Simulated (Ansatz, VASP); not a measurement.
One calculation of Zr, two programs

```
Zr
1.0
     3.23200   -0.03232   -0.03232
    -1.64399    2.81515   -0.01183
    -0.05147   -0.05147    5.14700
Zr
2
Direct
  0.33333 0.66667 0.25000
  0.66667 0.33333 0.75000
```

Change from the starting cell: equal xy, yz and zx shear strains of -2 %.

Alike in both runs: task single point; functional LDA; k mesh 13 × 13 × 7; occupations fermi-dirac, width 0.03 eV; no spin polarisation.

|  | VASP | Ansatz |
| --- | --- | --- |
| version | VASP 6.6.1 | Ansatz 0.2.0 |
| potentials or method | VASP PAW LDA potentials, release 64 (Zr_sv), cutoff 520 eV | all-electron LAPW, scalar-relativistic |

```tsv
	VASP	Ansatz	Ansatz less VASP
pressure (GPa)	-6.0	-6.1	-0.06
traceless stress, the component that is largest in VASP (GPa)	0.83	0.83	+0.006
rms of the force components (eV/Å)	0.021	0.021	0.0000
```

LDA's correlation is that of Perdew and Zunger in VASP and of Perdew and Wang (1992) in Ansatz. Atom by atom the forces differ by 0.000 eV/Å (rms over components). Ansatz ran all-electron here, and VASP with PAW potentials.
